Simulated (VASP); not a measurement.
Set up this calculation in VASP 6.6.1, as the native input.

```yaml
Task: single point
Functional: r2SCAN
Potentials_or_basis: VASP PAW PBE potentials, release 64 (W_sv)
Cutoff: 520 eV
k_mesh: 12 × 12 × 12
Occupations: fermi-dirac, width 0.1 eV
Spin: no spin polarisation
Dipole_correction: no
Further_INCAR_settings: ALGO = Normal; EDIFF = 1e-06; NBANDS = 13
```

Crystal: W.

```xyz
1
Lattice="0.0000 2.0567 2.0567 2.0567 0.0000 2.0567 2.0567 2.0567 0.0000" Properties=species:S:1:pos:R:3 pbc="T T T"
W     0.0000    0.0000    0.0000
```

These files were run (other wordings do the same):

POSCAR

```
W
1.0
    0.0000000000      2.0567135898      2.0567135898
    2.0567135898      0.0000000000      2.0567135898
    2.0567135898      2.0567135898      0.0000000000
W
1
Direct
    0.0000000000      0.0000000000      0.0000000000
```

INCAR.step1

```
SYSTEM = W
PREC = Accurate
ENCUT = 520
ISMEAR = -1
SIGMA = 0.1
LREAL = .FALSE.
LASPH = .TRUE.
NELM = 80
NBANDS = 13
GGA = PE
ALGO = Normal
EDIFF = 1E-4
LWAVE = .TRUE.
LCHARG = .FALSE.
```

INCAR.step2

```
SYSTEM = W
PREC = Accurate
ENCUT = 520
EDIFF = 1E-6
ISMEAR = -1
SIGMA = 0.1
LREAL = .FALSE.
LASPH = .TRUE.
NELM = 80
ALGO = Normal
ISIF = 2
LWAVE = .FALSE.
LCHARG = .FALSE.
METAGGA = R2SCAN
LMIXTAU = .TRUE.
NBANDS = 13
ISTART = 1
```

KPOINTS

```
Automatic mesh
0
G
  12 12 12
  0 0 0
```

Potentials or basis: VASP PAW PBE potentials, release 64 (W_sv).

Launch:

```bash
$ cat potpaw_PBE.64/W_sv/POTCAR > POTCAR
$ cp INCAR.step1 INCAR
$ mpirun -np 1 vasp_std > vasp.out
$ cp INCAR.step2 INCAR
$ mpirun -np 1 vasp_std > vasp.out
```

It gave:

The pressure is -17.7 GPa. The band gap on the k mesh is zero (band 7 reaches 12.25 eV, above the bottom of band 8 at 9.04 eV).

Caveat: the PAW data sets were made with another functional, which shifts forces and pressure a little; spin-orbit coupling is left out, which moves the levels of the heavy elements.

Wall time 89 s on 1 thread of Intel Xeon 8259CL, with other jobs on the host, peak memory 0.15 GiB.
